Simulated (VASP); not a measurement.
# Mo (Pm-3m) in VASP: a series of runs

The runs below take Mo through single point, relaxation of cell and atoms, with PBEsol.

Everything below comes from runs of VASP 6.6.1. Logs are shortened: lines on timing, memory, paths and dates and some standing lists are left out, and cuts for length are marked.

**1. The cell of the first run**

Symmetry: Pm-3m, No. 221, cubic system. Conventional cell: a = 2.464 Å, b = 2.464 Å, c = 2.464 Å, α = 90.00°, β = 90.00°, γ = 90.00°. Mo (site symmetry m-3m) has 6 Mo at 2.46 Å within 3.3 Å.

**2. Single point, PBEsol (volume scaled by 0.88)**

INCAR

```
PREC     = Accurate       # precision mode
ENCUT    = 520            # plane-wave cutoff, eV
EDIFF    = 1E-7           # SCF threshold, eV
ISMEAR   = -1             # smearing method
SIGMA    = 0.1            # smearing width, eV
LREAL    = False          # projectors in reciprocal space
LASPH    = True           # aspherical terms in the spheres
NELM     = 100            # most SCF steps
ALGO     = Normal         # electronic algorithm
ISIF     = 2              # what is computed and relaxed
LWAVE    = False          # write WAVECAR
LCHARG   = False          # write CHGCAR
GGA      = PS             # functional
NBANDS   = 13             # bands
```

KPOINTS

```
Automatic mesh
0
Gamma
  15 15 15
```

POSCAR

```
Mo
1.0
    2.4640054986      0.0000000000      0.0000000000
    0.0000000000      2.4640054986      0.0000000000
    0.0000000000      0.0000000000      2.4640054986
Mo
1
Direct
    0.0000000000      0.0000000000      0.0000000000
```

Potentials or basis: VASP PAW PBE potentials, release 64 (Mo_sv).

Launch:

```console
> cat potpaw_PBE.64/Mo_sv/POTCAR > POTCAR
> mpirun -np 1 vasp_std > vasp.out
```

OUTCAR:

```text
PREC = Accurate
   ENCUT = 520
   EDIFF = 1E-7
   ISMEAR = -1
   LREAL = False
   LASPH = True
   NELM = 100
   ISIF = 2
   GGA = PS

 ion  position               nearest neighbor table
   1  0.000  0.000  0.000-

  LATTYP: Found a simple cubic cell.
 ALAT       =     2.4640054986

  Lattice vectors:

 A1 = (   2.4640054986,   0.0000000000,   0.0000000000)
 A2 = (   0.0000000000,   2.4640054986,   0.0000000000)
 A3 = (   0.0000000000,   0.0000000000,   2.4640054986)

Analysis of symmetry for initial positions (statically):
=====================================================================
 Subroutine PRICEL returns:
 Original cell was already a primitive cell.

 Routine SETGRP: Setting up the symmetry group for a
 simple cubic supercell.

 Subroutine GETGRP returns: Found 48 space group operations
 (whereof 48 operations were pure point group operations)
 out of a pool of 48 trial point group operations.

The static configuration has the point symmetry O_h .

Analysis of symmetry for dynamics (positions and initial velocities):
=====================================================================
 Subroutine PRICEL returns:
 Original cell was already a primitive cell.

 Routine SETGRP: Setting up the symmetry group for a
 simple cubic supercell.

 Subroutine GETGRP returns: Found 48 space group operations
 (whereof 48 operations were pure point group operations)
 out of a pool of 48 trial point group operations.

The dynamic configuration has the point symmetry O_h .

 Subroutine INISYM returns: Found 48 space group operations
 (whereof 48 operations are pure point group operations),
 and found     1 'primitive' translations

----------------------------------------------------------------------------------------

                                     Primitive cell

  volume of cell :      14.9598

  direct lattice vectors                    reciprocal lattice vectors
     2.464005499  0.000000000  0.000000000     0.405843250  0.000000000  0.000000000
     0.000000000  2.464005499  0.000000000     0.000000000  0.405843250  0.000000000
     0.000000000  0.000000000  2.464005499     0.000000000  0.000000000  0.405843250

  length of vectors
     2.464005499  2.464005499  2.464005499     0.405843250  0.405843250  0.405843250

  position of ions in fractional coordinates (direct lattice)
     0.000000000  0.000000000  0.000000000

  ion indices of the primitive-cell ions
   primitive index   ion index
                 1           1

----------------------------------------------------------------------------------------

 KPOINTS: Automatic mesh

Automatic generation of k-mesh.
 Grid dimensions read from file:
 generate k-points for:   15   15   15

 Generating k-lattice:

  Cartesian coordinates                     Fractional coordinates (reciprocal lattice)
     0.027056217  0.000000000  0.000000000     0.066666667  0.000000000  0.000000000
     0.000000000  0.027056217  0.000000000     0.000000000  0.066666667  0.000000000
     0.000000000  0.000000000  0.027056217     0.000000000  0.000000000  0.066666667

  Length of vectors
     0.027056217  0.027056217  0.027056217

  Shift w.r.t. Gamma in fractional coordinates (k-lattice)
     0.000000000  0.000000000  0.000000000

 Subroutine IBZKPT returns following result:
 ===========================================

 Found    120 irreducible k-points:

 Following reciprocal coordinates:
            Coordinates               Weight
  0.000000  0.000000  0.000000      1.000000
  0.066667  0.000000  0.000000      6.000000
  0.133333  0.000000  0.000000      6.000000
  0.200000  0.000000  0.000000      6.000000
  0.266667  0.000000  0.000000      6.000000
  0.333333  0.000000  0.000000      6.000000
[... 16 lines left out ...]
  0.266667  0.200000  0.000000     24.000000
  0.333333  0.200000  0.000000     24.000000
 [... further k-points ...]
   k-points           NKPTS =    120   k-points in BZ     NKDIM =    120   number of bands    NBANDS=     13
   number of dos      NEDOS =    301   number of ions     NIONS =      1
   total plane-waves  NPLWV =   5832
   dimension x,y,z NGX =    18 NGY =   18 NGZ =   18
   dimension x,y,z NGXF=    36 NGYF=   36 NGZF=   36
   ions per type =               1
   NGX,Y,Z   is equivalent  to a cutoff of  12.14, 12.14, 12.14 a.u.
   NGXF,Y,Z  is equivalent  to a cutoff of  24.29, 24.29, 24.29 a.u.
 SYSTEM =  unknown system
   PREC   = accura    normal or accurate (medium, high low for compatibility)
   ISTART =      0    job   : 0-new  1-cont  2-samecut
   ICHARG =      2    charge: 1-file 2-atom 10-const
   ISPIN  =      1    spin polarized calculation?
   LNONCOLLINEAR =      F non collinear calculations
   LSORBIT =      F    spin-orbit coupling
   LASPH  =      T    aspherical Exc in radial PAW
   ENCUT  =  520.0 eV  38.22 Ry    6.18 a.u.   4.58  4.58  4.58*2*pi/ulx,y,z
   NELM   =    100;   NELMIN=  2; NELMDL= -5     # of ELM steps
   EDIFF  = 0.1E-06   stopping-criterion for ELM
   LREAL  =      F    real-space projection
   EDIFFG = 0.1E-05   stopping-criterion for IOM
   NSW    =      0    number of steps for IOM
   IBRION =     -1    ionic relax: 0-MD 1-quasi-New 2-CG
   NFREE  =      0    steps in history (QN), initial steepest desc. (CG)
   ISIF   =      2    stress and relaxation
   ISYM   =      2    0-nonsym 1-usesym 2-fastsym
   POTIM  = 0.5000    time-step for ionic-motion
   TEBEG  =    0.0;   TEEND  =   0.0 temperature during run
   PSTRESS=    0.0 pullay stress
   NELECT =      14.0000    total number of electrons
   NUPDOWN=      -1.0000    fix difference up-down
   EMIN   =  10.00;   EMAX   =-10.00  energy-range for DOS
   EFERMI =   0.00;   METHOD = LEGACY
   ISMEAR =    -1;   SIGMA  =   0.10  broadening in eV -4-tet -1-fermi 0-gaus
   EFERMI_NEDOS =   21; number of points for ismear=-14 and -15
   IALGO  =     38    algorithm
   IMIX   =      4    mixing-type and parameters
     AMIX     =   0.40;   BMIX     =  1.00
     AMIX_MAG =   1.60;   BMIX_MAG =  1.00
  volume/ion in A,a.u.               =      14.96       100.95
  Fermi-wavevector in a.u.,A,eV,Ry     =   1.601312  3.026040 34.888041  2.564199
  Thomas-Fermi vector in A             =   2.698310
   LORBIT       =      0    0 simple, 1 ext, 2 COOP (PROOUT), +10 PAW based schemes
   GGA     = PS    functional components
   LHFCALC =     F    Hartree Fock is set to
   AEXX    =    0.0000 exact exchange contribution
   IVDW    =     0    specifies the selected vdW correction
   LEPSILON=     F    determine dielectric tensor
   LRPA    =     F    only Hartree local field effects (RPA)
 non-spin polarized calculation
  energy-cutoff  :      520.00
  volume of cell :       14.96
 maximum number of plane-waves:       417
   NGX =  9   NGY =  9   NGZ =  9

 number of electron      13.9999995 magnetization

 Free energy of the ion-electron system (eV)
  ---------------------------------------------------
  ext. energy  EPLUGINS =         0.00000000
  ---------------------------------------------------
  free energy    TOTEN  =       -10.38252744 eV

  energy without entropy =      -10.34763712  energy(sigma->0) =      -10.36508228

 E-fermi :  13.0527     XC(G=0): -13.6336

 val. band max:       13.0486388169   @ k =   0.4667   0.4000   0.1333
 cond. band min:      13.0763898317   @ k =   0.4000   0.4000   0.2000
 fundamental gap:      0.0277510148
 Fermi energy:        13.0526848047

 k-point     1 :       0.0000    0.0000    0.0000
  band No.  band energies     occupation
      1     -48.1180      2.00000
      2     -20.9504      2.00000
      3     -20.9504      2.00000
      4     -20.9504      2.00000
      5       6.0219      2.00000
      6       7.9424      2.00000
      7       7.9424      2.00000
      8      17.8317      0.00000
      9      17.8317      0.00000
     10      17.8317      0.00000
     11      29.8980      0.00000
     12      29.8980      0.00000
     13      29.8980      0.00000

 k-point     2 :       0.0667    0.0000    0.0000
  band No.  band energies     occupation
      1     -48.1032      2.00000
      2     -21.0630      2.00000
      3     -20.9408      2.00000
      4     -20.9408      2.00000
      5       6.1819      2.00000
      6       7.9845      2.00000
      7       8.1467      2.00000
      8      17.5748      0.00000
      9      17.5748      0.00000
     10      17.8497      0.00000
     11      29.1461      0.00000
     12      30.2364      0.00000
     13      30.2364      0.00000

 k-point     3 :       0.1333    0.0000    0.0000
  band No.  band energies     occupation
      1     -48.0609      2.00000
      2     -21.3747      2.00000
      3     -20.9135      2.00000
      4     -20.9135      2.00000
      5       6.5915      2.00000
      6       8.1062      2.00000
      7       8.7816      2.00000
      8      16.9135      0.00000
      9      16.9135      0.00000
     10      17.9010      0.00000
     11      27.5407      0.00000
     12      31.1256      0.00000
     13      31.1256      0.00000

 k-point     4 :       0.2000    0.0000    0.0000
  band No.  band energies     occupation
      1     -47.9979      2.00000
      2     -21.8169      2.00000
      3     -20.8731      2.00000
      4     -20.8731      2.00000
      5       7.1246      2.00000
      6       8.2921      2.00000
      7       9.8272      2.00000
      8      16.0671      0.00000
      9      16.0671      0.00000
     10      17.9777      0.00000
     11      25.8539      0.00000
     12      32.2017      0.00000
     13      32.3060      0.00000

 k-point     5 :       0.2667    0.0000    0.0000
  band No.  band energies     occupation
      1     -47.9244      2.00000
      2     -22.3030      2.00000
      3     -20.8264      2.00000
      4     -20.8264      2.00000
      5       7.7140      2.00000
      6       8.5162      2.00000
      7      11.0999      2.00000
      8      15.2243      0.00000
      9      15.2243      0.00000
     10      18.0673      0.00000
     11      24.4887      0.00000
     12      30.4407      0.00000
     13      33.5533      0.00000
[... 257 lines left out ...]
 k-point    22 :       0.2000    0.2000    0.0000
  band No.  band energies     occupation
      1     -47.8793      2.00000
      2     -21.7513      2.00000
      3     -21.6909      2.00000
      4     -20.7975      2.00000
      5       8.0417      2.00000
      6       9.5100      2.00000
      7      10.6558      2.00000
      8      14.4702      0.00000
      9      16.0749      0.00000
     10      16.5171      0.00000
     11      27.1619      0.00000
     12      28.3150      0.00000
     13      32.8446      0.00000

 k-point    23 :       0.2667    0.2000    0.0000
  band No.  band energies     occupation
      1     -47.8068      2.00000
      2     -22.1995      2.00000
      3     -21.6612      2.00000
      4     -20.7518      2.00000
      5       8.4444      2.00000
      6       9.7361      2.00000
      7      11.5061      2.00000
      8      14.2816      0.00001
      9      15.4305      0.00000
     10      16.4794      0.00000
     11      25.8856      0.00000
     12      28.9153      0.00000
     13      32.1314      0.00000

 k-point    24 :       0.3333    0.2000    0.0000
  band No.  band energies     occupation
      1     -47.7364      2.00000
      2     -22.6361      2.00000
      3     -21.6061      2.00000
      4     -20.7077      2.00000
      5       8.8324      2.00000
      6       9.7620      2.00000
      7      11.8269      1.99999
      8      14.7584      0.00000
      9      15.0780      0.00000
     10      16.5847      0.00000
     11      24.7095      0.00000
     12      29.7190      0.00000
     13      31.3311      0.00000

 [... further k-points ...]
[... 5 lines left out ...]
  --------------------------------------------------------------------------------------
  -------------------------------------------------------------------------------------
  Total        3.2710366      3.2710366      3.2710366     -0.0000000     -0.0000000     -0.0000000
  in kB      350.3248708    350.3248708    350.3248708     -0.0000000     -0.0000000     -0.0000000
  external PRESSURE =     350.3248708 kB  Pullay stress =       0.0000000 kB

 VOLUME and BASIS-vectors are now :
 -----------------------------------------------------------------------------
  energy-cutoff  :      520.00
  volume of cell :       14.96
      direct lattice vectors                 reciprocal lattice vectors
     2.464005499  0.000000000  0.000000000     0.405843250  0.000000000  0.000000000
     0.000000000  2.464005499  0.000000000     0.000000000  0.405843250  0.000000000
     0.000000000  0.000000000  2.464005499     0.000000000  0.000000000  0.405843250

 POSITION                                       TOTAL-FORCE (eV/Angst)
 -----------------------------------------------------------------------------------
      0.00000      0.00000      0.00000         0.000000      0.000000      0.000000
 -----------------------------------------------------------------------------------
    total drift:                                0.000000      0.000000     -0.000000

  FREE ENERGIE OF THE ION-ELECTRON SYSTEM (eV)
  ---------------------------------------------------
  free  energy   TOTEN  =       -10.3825274396 eV

  energy  without entropy=      -10.3476371165  energy(sigma->0) =      -10.36508228
```

Run time: 33 s. Hardware: 1 thread of AMD EPYC 7R13, shared host; peak memory 0.1 GiB.

What came out:

- Free energy: -10.3825 eV
- Pressure: 35.0 GPa
- Band gap on the k mesh: zero (band 7 reaches 14.69 eV, above the bottom of band 8 at 12.05 eV)

Caveat: the cell differs from its parent crystal (volume scaled by 0.88); the PAW data sets were made with another functional, which shifts forces and pressure a little.

**3. Single point, PBEsol**

This run uses another cell than the first one, of 17.00 Å³/atom, 1.136 times its volume.

INCAR

```
SYSTEM = Mo
PREC     = Accurate       ! precision mode
ENCUT    = 520            ! plane-wave cutoff, eV
EDIFF    = 1E-7           ! SCF threshold, eV
ISMEAR   = -1             ! smearing method
SIGMA    = 0.1            ! smearing width, eV
LREAL    = .FALSE.        ! projectors in reciprocal space
LASPH    = .TRUE.         ! aspherical terms in the spheres
NELM     = 60             ! most SCF steps
ALGO     = Normal         ! electronic algorithm
ISIF     = 2              ! what is computed and relaxed
LWAVE    = .FALSE.        ! write WAVECAR
LCHARG   = .FALSE.        ! write CHGCAR
GGA      = PS             ! functional
NBANDS   = 13             ! bands
```

KPOINTS

```
Automatic mesh
0
G
  15 15 15
  0 0 0
```

POSCAR

```
Mo
1.0
    2.5712686136      0.0000000000      0.0000000000
    0.0000000000      2.5712686136      0.0000000000
    0.0000000000      0.0000000000      2.5712686136
Mo
1
Direct
    0.0000000000      0.0000000000      0.0000000000
```

Potentials or basis: VASP PAW PBE potentials, release 64 (Mo_sv).

Launch:

```console
> cat potpaw_PBE.64/Mo_sv/POTCAR > POTCAR
> mpirun -np 1 vasp_std > vasp.out
```

Wall time 36 s (1 thread of AMD EPYC 7R13, shared host); peak memory 0.11 GiB.

Results (log left out):

| Item | Value |
| --- | --- |
| Free energy | -10.5869 eV |
| Pressure | 0.5 GPa |
| Band gap on the k mesh | zero (band 7 reaches 12.49 eV, above the bottom of band 8 at 10.00 eV) |

Levels at points of the mesh, in eV from the Fermi level:
```tsv
k point	band 5	band 6	band 7	band 8	band 9	band 10
(0.00, 0.00, 0.00)	-6.61	-4.31	-4.31	4.05	4.05	4.05
```

Caveat: the PAW data sets were made with another functional, which shifts forces and pressure a little.

**4. Relaxation of cell and atoms, PBEsol**

This run uses another cell than the first one, of 16.58 Å³/atom, 1.109 times its volume.

INCAR

```
PREC = Accurate ; ENCUT = 600
EDIFF = 1E-6 ; ISMEAR = -1
SIGMA = 0.1 ; LREAL = False
LASPH = True ; NELM = 60
ALGO = Normal ; ISIF = 3
LWAVE = False ; LCHARG = False
GGA = PS ; IBRION = 2
NSW = 60 ; EDIFFG = -0.005
```

KPOINTS

```
regular mesh
0
Gamma
  15 15 15
```

POSCAR

```
Mo
1.0
    2.5501591596      0.0000000000      0.0000000000
    0.0000000000      2.5501591596      0.0000000000
    0.0000000000      0.0000000000      2.5501591596
Mo
1
Direct
    0.0000000000      0.0000000000      0.0000000000
```

Launch:

```console
> cat potpaw_PBE.64/Mo_sv/POTCAR > POTCAR
> mpirun -np 1 vasp_std > vasp.out
```

It took 44 s on 1 thread of Intel Xeon Platinum 8259CL at 2.50GHz (Skylake/Cascade Lake), shared host; peak memory 0.15 GiB.

The run converged. Its results:

```
Free energy                            : -10.5865 eV
Relaxed volume                         : 17.04 Å³/atom
Relaxed cell                           : a = 2.573 Å, b = 2.573 Å, c = 2.573 Å, α = 90.00°, β = 90.00°, γ = 90.00°
Space group after relaxing (to 0.05 Å) : Pm-3m (No. 221)
Energy gained by relaxing              : 8.1 meV/atom
Ionic steps                            : 4
Pressure after relaxing                : 0.0 GPa
Band gap on the k mesh                 : zero (band 7 reaches 12.45 eV, above the bottom of band 8 at 9.97 eV)
```

The path:
```csv
step,energy change (eV),largest force (eV/Å),pressure (GPa),volume (Å³)
1,0.0000,0.0000,5.83,16.58
2,0.0283,0.0000,-10.68,18.08
3,-0.0081,0.0000,-0.09,17.05
4,-0.0081,0.0000,0.00,17.04
```

Final structure:
```
Mo
1.0
     2.57321    0.00000    0.00000
     0.00000    2.57321    0.00000
     0.00000    0.00000    2.57321
Mo
1
Direct
  0.00000 0.00000 0.00000
```

Levels at points of the mesh, in eV from the Fermi level:
| k point | band 3 | band 4 | band 5 | band 6 | band 7 | band 8 | band 9 | band 10 | band 11 |
| --- | --- | --- | --- | --- | --- | --- | --- | --- | --- |
| (0.00, 0.00, 0.00) | -34.22 | -34.22 | -6.60 | -4.30 | -4.30 | 4.04 | 4.04 | 4.04 | 15.71 |

Caveat: the PAW data sets were made with another functional, which shifts forces and pressure a little.

**5. Overview**

| task | cell | cutoff (eV) | gap on the mesh (eV) | pressure (GPa) |
| --- | --- | --- | --- | --- |
| single point | a = 2.464 Å, 1 atom | 520 | none | 35.0 |
| single point | a = 2.571 Å, 1 atom | 520 | none | 0.5 |
| relaxation of cell and atoms | relaxed from a = 2.550 Å, 1 atom | 600 | none | 0.0 |

Alike in all rows: level PBEsol; potentials or basis VASP PAW PBE potentials, release 64 (Mo_sv); no spin polarisation; k mesh 15 × 15 × 15; smearing fermi-dirac 0.1 eV.

Caveats: the PAW data sets were made with another functional, which shifts forces and pressure a little.

Total energies depend on the potentials used, so only differences within one code and one set of settings carry meaning.
